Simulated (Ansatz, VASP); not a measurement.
# Mg3Be in VASP and in Ansatz

```
Mg Be
1.0
     4.22136    0.00000    0.00000
     0.00000    4.22136    0.00000
     0.00000    0.00000    4.22136
Mg Be
3 1
Direct
  0.00000 0.50000 0.50000
  0.50000 0.00000 0.50000
  0.50000 0.50000 0.00000
  0.00000 0.00000 0.00000
```

Alike in both runs: functional PBE; k mesh 4 × 4 × 4; occupations gaussian, width 0.1 eV; no spin polarisation.

Ansatz relaxed the structure, and its values are those at the end. VASP's run is a single point on that final structure, the one shown.

|  | VASP | Ansatz |
| --- | --- | --- |
| version | VASP 6.6.1 | Ansatz 0.2.0 |
| potentials or method | VASP PAW PBE potentials, release 64 (Mg, Be), cutoff 520 eV | scalar-relativistic, plane waves, PAW |
| valence electrons in the cell | 8 | 32 |

Ansatz gave:

- gap on the k mesh at the Fermi level (eV): none
- pressure (GPa): 0.1

Question: What did VASP give for the same quantities?

Answer: gap on the k mesh at the Fermi level (eV): none; pressure (GPa): 0.0.

A gap of «none» marks a metal or a gap that the smearing closes. VASP's potentials hold 8 valence electrons a cell and Ansatz's 32, so a difference there can come from the potentials and not from the codes.

The k mesh is coarse, so the values compare programs but aren't converged.
